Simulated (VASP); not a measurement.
# CdSe (r.bp) (F-43m) in VASP: single point with PBE

Aim: the single point of CdSe (r.bp) with PBE.

Program: VASP 6.6.1. These are calculated values, not measurements. Logs are shortened: lines on timing, memory, paths and dates and some standing lists are left out, and cuts for length are marked.

### 1 The cell of the first run

The structure is cubic, space group F-43m (No. 216). The conventional cell has a = 6.102 Å, b = 6.102 Å, c = 6.102 Å, α = 90.00°, β = 90.00°, γ = 90.00°. Within 3.5 Å of Cd (site symmetry -43m) lie 4 Se at 2.64 Å. Se (site symmetry -43m) has 4 Cd at 2.64 Å within 3.5 Å.

### 2 Single point, PBE

INCAR

```
SYSTEM = CdSe
  PREC = Accurate
  ENCUT = 500
  EDIFF = 1E-6
  ISMEAR = 0
  SIGMA = 0.02
  LREAL = .FALSE.
  LASPH = .TRUE.
  NELM = 120
  ALGO = Normal
  ISIF = 2
  LWAVE = .FALSE.
  LCHARG = .FALSE.
  GGA = PE
  NBANDS = 16
  GGA_COMPAT = .FALSE.
```

KPOINTS

```
Automatic mesh
0
G
  8 8 8
  0 0 0
```

POSCAR

```
CdSe
1.0
    0.0000000000      3.0507750434      3.0507750434
    3.0507750434      0.0000000000      3.0507750434
    3.0507750434      3.0507750434      0.0000000000
Cd Se
1 1
Direct
    0.0000000000      0.0000000000      0.0000000000
    0.2500000000      0.2500000000      0.2500000000
```

Potentials or basis: VASP PAW PBE potentials, release 64 (Cd, Se).

Started as:

```bash
$ cat potpaw_PBE.64/Cd/POTCAR potpaw_PBE.64/Se/POTCAR > POTCAR
$ mpirun -np 1 vasp_std > vasp.out
```

OUTCAR:

```text
SYSTEM = CdSe
   PREC = Accurate
   ENCUT = 500
   EDIFF = 1E-6
   ISMEAR = 0
   LREAL = .FALSE.
   LASPH = .TRUE.
   NELM = 120
   ISIF = 2
   GGA = PE

 ion  position               nearest neighbor table
   1  0.000  0.000  0.000-   2 2.64   2 2.64   2 2.64   2 2.64
   2  0.250  0.250  0.250-   1 2.64   1 2.64   1 2.64   1 2.64

  LATTYP: Found a face centered cubic cell.
 ALAT       =     6.1015500868

  Lattice vectors:

 A1 = (   0.0000000000,   3.0507750434,   3.0507750434)
 A2 = (   3.0507750434,   0.0000000000,   3.0507750434)
 A3 = (   3.0507750434,   3.0507750434,   0.0000000000)

Analysis of symmetry for initial positions (statically):
=====================================================================
 Subroutine PRICEL returns:
 Original cell was already a primitive cell.

 Routine SETGRP: Setting up the symmetry group for a
 face centered cubic supercell.

 Subroutine GETGRP returns: Found 24 space group operations
 (whereof 24 operations were pure point group operations)
 out of a pool of 48 trial point group operations.

The static configuration has the point symmetry T_d .

Analysis of symmetry for dynamics (positions and initial velocities):
=====================================================================
 Subroutine PRICEL returns:
 Original cell was already a primitive cell.

 Routine SETGRP: Setting up the symmetry group for a
 face centered cubic supercell.

 Subroutine GETGRP returns: Found 24 space group operations
 (whereof 24 operations were pure point group operations)
 out of a pool of 48 trial point group operations.

The dynamic configuration has the point symmetry T_d .

 Subroutine INISYM returns: Found 24 space group operations
 (whereof 24 operations are pure point group operations),
 and found     1 'primitive' translations

----------------------------------------------------------------------------------------

                                     Primitive cell

  volume of cell :      56.7885

  direct lattice vectors                    reciprocal lattice vectors
     0.000000000  3.050775043  3.050775043    -0.163892779  0.163892779  0.163892779
     3.050775043  0.000000000  3.050775043     0.163892779 -0.163892779  0.163892779
     3.050775043  3.050775043  0.000000000     0.163892779  0.163892779 -0.163892779

  length of vectors
     4.314447442  4.314447442  4.314447442     0.283870620  0.283870620  0.283870620

  position of ions in fractional coordinates (direct lattice)
     0.000000000  0.000000000  0.000000000
     0.250000000  0.250000000  0.250000000

  ion indices of the primitive-cell ions
   primitive index   ion index
                 1           1
                 2           2

----------------------------------------------------------------------------------------

 KPOINTS: Automatic mesh

Automatic generation of k-mesh.
 Grid dimensions read from file:
 generate k-points for:    8    8    8

 Generating k-lattice:

  Cartesian coordinates                     Fractional coordinates (reciprocal lattice)
    -0.020486597  0.020486597  0.020486597     0.125000000  0.000000000  0.000000000
     0.020486597 -0.020486597  0.020486597     0.000000000  0.125000000  0.000000000
     0.020486597  0.020486597 -0.020486597     0.000000000  0.000000000  0.125000000

  Length of vectors
     0.035483828  0.035483828  0.035483828

  Shift w.r.t. Gamma in fractional coordinates (k-lattice)
     0.000000000  0.000000000  0.000000000

 Subroutine IBZKPT returns following result:
 ===========================================

 Found     29 irreducible k-points:

 Following reciprocal coordinates:
            Coordinates               Weight
  0.000000  0.000000  0.000000      1.000000
  0.125000  0.000000  0.000000      8.000000
  0.250000  0.000000  0.000000      8.000000
  0.375000  0.000000  0.000000      8.000000
  0.500000  0.000000  0.000000      4.000000
  0.125000  0.125000  0.000000      6.000000
[... 16 lines left out ...]
  0.500000  0.250000  0.125000     48.000000
 -0.375000  0.250000  0.125000     24.000000
 [... further k-points ...]
   k-points           NKPTS =     29   k-points in BZ     NKDIM =     29   number of bands    NBANDS=     16
   number of dos      NEDOS =    301   number of ions     NIONS =      2
   total plane-waves  NPLWV =  32768
   dimension x,y,z NGX =    32 NGY =   32 NGZ =   32
   dimension x,y,z NGXF=    64 NGYF=   64 NGZF=   64
   ions per type =               1   1
   NGX,Y,Z   is equivalent  to a cutoff of  12.33, 12.33, 12.33 a.u.
   NGXF,Y,Z  is equivalent  to a cutoff of  24.66, 24.66, 24.66 a.u.
 SYSTEM =  CdSe
   PREC   = accura    normal or accurate (medium, high low for compatibility)
   ISTART =      0    job   : 0-new  1-cont  2-samecut
   ICHARG =      2    charge: 1-file 2-atom 10-const
   ISPIN  =      1    spin polarized calculation?
   LNONCOLLINEAR =      F non collinear calculations
   LSORBIT =      F    spin-orbit coupling
   LASPH  =      T    aspherical Exc in radial PAW
   ENCUT  =  500.0 eV  36.75 Ry    6.06 a.u.   7.87  7.87  7.87*2*pi/ulx,y,z
   NELM   =    120;   NELMIN=  2; NELMDL= -5     # of ELM steps
   EDIFF  = 0.1E-05   stopping-criterion for ELM
   LREAL  =      F    real-space projection
[... 7 lines left out ...]
   TEBEG  =    0.0;   TEEND  =   0.0 temperature during run
   PSTRESS=    0.0 pullay stress
   NELECT =      18.0000    total number of electrons
   NUPDOWN=      -1.0000    fix difference up-down
   EMIN   =  10.00;   EMAX   =-10.00  energy-range for DOS
   EFERMI =   0.00;   METHOD = LEGACY
   ISMEAR =     0;   SIGMA  =   0.02  broadening in eV -4-tet -1-fermi 0-gaus
   EFERMI_NEDOS =   21; number of points for ismear=-14 and -15
   IALGO  =     38    algorithm
   IMIX   =      4    mixing-type and parameters
     AMIX     =   0.40;   BMIX     =  1.00
     AMIX_MAG =   1.60;   BMIX_MAG =  1.00
  volume/ion in A,a.u.               =      28.39       191.61
  Fermi-wavevector in a.u.,A,eV,Ry     =   1.116209  2.109329 16.951802  1.245922
  Thomas-Fermi vector in A             =   2.252821
   LORBIT       =      0    0 simple, 1 ext, 2 COOP (PROOUT), +10 PAW based schemes
   GGA     = PE    functional components
   LHFCALC =     F    Hartree Fock is set to
   AEXX    =    0.0000 exact exchange contribution
   IVDW    =     0    specifies the selected vdW correction
   LEPSILON=     F    determine dielectric tensor
   LRPA    =     F    only Hartree local field effects (RPA)
 non-spin polarized calculation
 Gauss-broadening in eV      SIGMA  =   0.02
  energy-cutoff  :      500.00
  volume of cell :       56.79
 maximum number of plane-waves:      1459
   NGX = 15   NGY = 15   NGZ = 15

 number of electron      18.0000005 magnetization

 Free energy of the ion-electron system (eV)
  ---------------------------------------------------
  ext. energy  EPLUGINS =         0.00000000
  ---------------------------------------------------
  free energy    TOTEN  =        -5.47620702 eV

  energy without entropy =       -5.47620702  energy(sigma->0) =       -5.47620702

 E-fermi :   0.9951     XC(G=0):  -8.8430

 val. band max:        0.8672059394   @ k =   0.0000   0.0000   0.0000
 cond. band min:       1.4564111603   @ k =   0.0000   0.0000   0.0000
 fundamental gap:      0.5892052209
 Fermi energy:         0.9951484670

 k-point     1 :       0.0000    0.0000    0.0000
  band No.  band energies     occupation
      1     -11.6737      2.00000
      2      -7.0360      2.00000
      3      -7.0360      2.00000
      4      -7.0360      2.00000
      5      -6.6716      2.00000
      6      -6.6716      2.00000
[... 8 lines left out ...]
     15      11.9459      0.00000
     16      11.9459      0.00000

 k-point     2 :       0.1250    0.0000    0.0000
  band No.  band energies     occupation
      1     -11.6212      2.00000
      2      -7.0192      2.00000
      3      -7.0192      2.00000
      4      -6.9885      2.00000
      5      -6.6724      2.00000
      6      -6.6724      2.00000
[... 8 lines left out ...]
     15      11.1835      0.00000
     16      11.3348      0.00000

 k-point     3 :       0.2500    0.0000    0.0000
  band No.  band energies     occupation
      1     -11.4931      2.00000
      2      -6.9826      2.00000
      3      -6.9826      2.00000
      4      -6.8279      2.00000
      5      -6.6695      2.00000
      6      -6.6695      2.00000
[... 8 lines left out ...]
     15      10.9394      0.00000
     16      10.9875      0.00000

 k-point     4 :       0.3750    0.0000    0.0000
  band No.  band energies     occupation
      1     -11.3634      2.00000
      2      -6.9535      2.00000
      3      -6.9535      2.00000
      4      -6.6570      2.00000
      5      -6.6570      2.00000
      6      -6.5582      2.00000
[... 8 lines left out ...]
     15      11.8129      0.00000
     16      11.8129      0.00000

 k-point     5 :       0.5000    0.0000    0.0000
  band No.  band energies     occupation
      1     -11.3094      2.00000
      2      -6.9442      2.00000
      3      -6.9442      2.00000
      4      -6.6485      2.00000
      5      -6.6485      2.00000
      6      -6.3836      2.00000
[... 8 lines left out ...]
     15      12.9845      0.00000
     16      12.9845      0.00000

 k-point     6 :       0.1250    0.1250    0.0000
  band No.  band energies     occupation
      1     -11.6038      2.00000
      2      -7.0030      2.00000
      3      -7.0030      2.00000
      4      -6.9942      2.00000
      5      -6.6825      2.00000
      6      -6.6632      2.00000
[... 8 lines left out ...]
     15      11.8256      0.00000
     16      12.0796      0.00000

 k-point     7 :       0.2500    0.1250    0.0000
  band No.  band energies     occupation
      1     -11.5011      2.00000
      2      -6.9783      2.00000
      3      -6.9639      2.00000
      4      -6.8788      2.00000
      5      -6.6839      2.00000
      6      -6.6553      2.00000
[... 8 lines left out ...]
     15      11.8700      0.00000
     16      12.3278      0.00000

 k-point     8 :       0.3750    0.1250    0.0000
  band No.  band energies     occupation
      1     -11.3722      2.00000
      2      -6.9496      2.00000
      3      -6.9306      2.00000
      4      -6.7181      2.00000
      5      -6.6463      2.00000
      6      -6.5934      2.00000
[... 8 lines left out ...]
     15      11.9391      0.00000
     16      12.4092      0.00000

 k-point     9 :       0.5000    0.1250    0.0000
  band No.  band energies     occupation
      1     -11.2933      2.00000
      2      -6.9341      2.00000
      3      -6.9197      2.00000
      4      -6.6751      2.00000
      5      -6.6462      2.00000
      6      -6.3734      2.00000
[... 8 lines left out ...]
     15      12.3447      0.00000
     16      13.0410      0.00000
[... 172 lines left out ...]
 k-point    19 :       0.5000    0.3750    0.0000
  band No.  band energies     occupation
      1     -11.2122      2.00000
      2      -6.8565      2.00000
      3      -6.8031      2.00000
      4      -6.7792      2.00000
      5      -6.6237      2.00000
      6      -6.3293      2.00000
[... 8 lines left out ...]
     15      13.4001      0.00000
     16      14.0398      0.00000

 k-point    20 :      -0.3750    0.3750    0.0000
  band No.  band energies     occupation
      1     -11.2052      2.00000
      2      -6.8782      2.00000
      3      -6.8217      2.00000
      4      -6.7368      2.00000
      5      -6.6430      2.00000
      6      -6.2356      2.00000
[... 8 lines left out ...]
     15      12.3666      0.00000
     16      14.7691      0.00000

 k-point    21 :       0.5000    0.5000    0.0000
  band No.  band energies     occupation
      1     -11.1948      2.00000
      2      -6.8483      2.00000
      3      -6.7814      2.00000
      4      -6.7814      2.00000
      5      -6.6145      2.00000
      6      -6.3199      2.00000
[... 8 lines left out ...]
     15      13.2541      0.00000
     16      14.2030      0.00000

 k-point    22 :       0.3750    0.2500    0.1250
  band No.  band energies     occupation
      1     -11.3982      2.00000
      2      -6.9421      2.00000
      3      -6.9231      2.00000
      4      -6.7774      2.00000
      5      -6.6627      2.00000
      6      -6.6258      2.00000
[... 8 lines left out ...]
     15      12.3809      0.00000
     16      13.5630      0.00000

 k-point    23 :       0.5000    0.2500    0.1250
  band No.  band energies     occupation
      1     -11.2953      2.00000
      2      -6.9141      2.00000
      3      -6.8970      2.00000
      4      -6.7154      2.00000
      5      -6.6501      2.00000
      6      -6.4380      2.00000
[... 8 lines left out ...]
     15      12.7288      0.00000
     16      13.4657      0.00000

 k-point    24 :      -0.3750    0.2500    0.1250
  band No.  band energies     occupation
      1     -11.2528      2.00000
      2      -6.9090      2.00000
      3      -6.8851      2.00000
      4      -6.6903      2.00000
      5      -6.6556      2.00000
      6      -6.2988      2.00000
[... 8 lines left out ...]
     15      12.5221      0.00000
     16      13.4738      0.00000

 [... further k-points ...]
[... 5 lines left out ...]
  --------------------------------------------------------------------------------------
  -------------------------------------------------------------------------------------
  Total        0.9250657      0.9250657      0.9250657      0.0000000      0.0000000      0.0000000
  in kB       26.0989255     26.0989255     26.0989255      0.0000000      0.0000000      0.0000000
  external PRESSURE =      26.0989255 kB  Pullay stress =       0.0000000 kB

 VOLUME and BASIS-vectors are now :
 -----------------------------------------------------------------------------
  energy-cutoff  :      500.00
  volume of cell :       56.79
      direct lattice vectors                 reciprocal lattice vectors
     0.000000000  3.050775043  3.050775043    -0.163892779  0.163892779  0.163892779
     3.050775043  0.000000000  3.050775043     0.163892779 -0.163892779  0.163892779
     3.050775043  3.050775043  0.000000000     0.163892779  0.163892779 -0.163892779

 POSITION                                       TOTAL-FORCE (eV/Angst)
 -----------------------------------------------------------------------------------
      0.00000      0.00000      0.00000        -0.000000     -0.000000     -0.000000
      1.52539      1.52539      1.52539         0.000000      0.000000      0.000000
 -----------------------------------------------------------------------------------
    total drift:                                0.000000      0.000000      0.000000

  FREE ENERGIE OF THE ION-ELECTRON SYSTEM (eV)
  ---------------------------------------------------
  free  energy   TOTEN  =        -5.4762070234 eV

  energy  without entropy=       -5.4762070234  energy(sigma->0) =       -5.47620702
```

Run time: 8.2 s. Hardware: 1 thread of Intel Xeon 6975P-C (Granite Rapids), shared host; peak memory 0.18 GiB.

What came out:

```yaml
Free_energy: -5.4762 eV
Pressure: 2.6 GPa
Band_gap_on_the_k_mesh: 0.59 eV, direct
```

Levels at points of the mesh, in eV from the valence-band top:
| k point | band 6 | band 7 | band 8 | band 9 | band 10 | band 11 | band 12 | band 13 |
| --- | --- | --- | --- | --- | --- | --- | --- | --- |
| (0.00, 0.00, 0.00) | -7.54 | 0.00 | 0.00 | 0.00 | 0.59 | 5.94 | 5.94 | 5.94 |
| (0.50, 0.00, 0.00) | -7.25 | -4.33 | -0.74 | -0.74 | 2.38 | 6.44 | 6.44 | 7.40 |
| (0.50, 0.50, 0.00) | -7.19 | -4.04 | -1.82 | -1.82 | 3.16 | 3.75 | 9.07 | 10.16 |
